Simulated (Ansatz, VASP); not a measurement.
# Two plane-wave programs on TaAl2N3

File INCAR:

```
SYSTEM = TaAl2N3
  PREC = Accurate
  ENCUT = 600
  EDIFF = 1E-6
  ISMEAR = 0
  SIGMA = 0.1
  LREAL = .False.
  LASPH = .True.
  NELM = 80
  ALGO = Normal
  ISIF = 3
  LWAVE = .False.
  LCHARG = .False.
  GGA = PE
  IBRION = 2
  NSW = 90
  EDIFFG = -0.04
```

Contents of KPOINTS:

```
Automatic mesh
0
Gamma
  6 6 6
  0 0 0
```

The input POSCAR:

```
TaAl2N3
1.0
    5.4573237100      0.0000000000      0.0000000000
   -2.7286618500      4.7261809700      0.0000000000
    0.0000000000      0.0000000000      3.0571946600
Ta Al N
1 2 3
Direct
    0.0000000000      0.0000000000      0.0000000000
    0.3333333300      0.6666666700      0.5000000000
    0.6666666700      0.3333333300      0.5000000000
    0.5000000000      0.0000000000      0.0000000000
    0.5000000000      0.5000000000      0.0000000000
    0.0000000000      0.5000000000      0.0000000000
```

Input for Ansatz:

```yaml
crystal:
  lattice:
    - [5.45732371, 0.0, 0.0]
    - [-2.72866185, 4.72618097, 0.0]
    - [0.0, 0.0, 3.05719466]
  atoms:
    - { symbol: Ta, position: [0.0, 0.0, 0.0] }
    - { symbol: Al, position: [0.33333333, 0.66666667, 0.5] }
    - { symbol: Al, position: [0.66666667, 0.33333333, 0.5] }
    - { symbol: "N", position: [0.5, 0.0, 0.0] }
    - { symbol: "N", position: [0.5, 0.5, 0.0] }
    - { symbol: "N", position: [0.0, 0.5, 0.0] }
basis:
  ecutwfc: 420
kpoints:
  mp_grid: { grid: [6, 6, 6] }
hamiltonian:
  xc: pbe
scf:
  occupations: { method: gaussian, width: 0.1 }
  lower_state_search: "off"
output:
  forces: true
  stress: true
  eigenvalues: true
relax:
  adjacent_minimum: "off"
  f_tol: 0.04
  max_steps: 70
  cell: { stress_tol: 0.4 }
```

Alike in both runs: task relaxation of cell and atoms; functional PBE; k mesh 6 × 6 × 6; occupations gaussian, width 0.1 eV; no spin polarisation.

```csv
,VASP,Ansatz
version,VASP 6.6.1,Ansatz 0.2.0
potentials or method,"VASP PAW PBE potentials, release 64 (Ta_pv, Al, N), cutoff 600 eV","scalar-relativistic, plane waves, PAW"
valence electrons in the cell,32,34
```

|  | VASP | Ansatz | Ansatz less VASP |
| --- | --- | --- | --- |
| gap on the k mesh at the Fermi level, each at its own relaxed structure (eV) | none | none | - |
| relaxed volume (Å³/atom) | 9.90 | 9.90 | +0.007 |
| relaxed cell length with the largest relative difference (Å) | 2.741 | 2.742 | +0.0013 |

A gap of «none» marks a metal or a gap that the smearing closes. VASP's potentials hold 32 valence electrons a cell and Ansatz's 34, so a difference there can come from the potentials and not from the codes.

Spin-orbit coupling is off throughout. Noted on VASP's run: the volume moved by over 15 % at a fixed basis, so the end points are rough.
